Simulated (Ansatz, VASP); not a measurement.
**Al in VASP and in Ansatz**

```
Al
1.0
    -1.54709    1.54709    1.54709
     1.54709   -1.54709    1.54709
     1.54709    1.54709   -1.54709
Al
1
Direct
  0.00000 0.00000 0.00000
```

Alike in both runs: task single point; functional r2SCAN; k mesh 18 × 18 × 18; occupations gaussian, width 0.1 eV; no spin polarisation.

|  | VASP | Ansatz |
| --- | --- | --- |
| version | VASP 6.6.1 | Ansatz 0.2.0 |
| potentials or method | VASP PAW PBE potentials, release 64 (Al), cutoff 520 eV | scalar-relativistic, plane waves, PAW |
| valence electrons in the cell | 3 | 3 |

|  | VASP | Ansatz | Ansatz less VASP |
| --- | --- | --- | --- |
| gap on the k mesh at the Fermi level (eV) | none | none | - |
| pressure (GPa) | 8.6 | 9.0 | +0.39 |

VASP's potentials were made for PBE, not for r2SCAN. A gap of «none» marks a metal or a gap that the smearing closes.
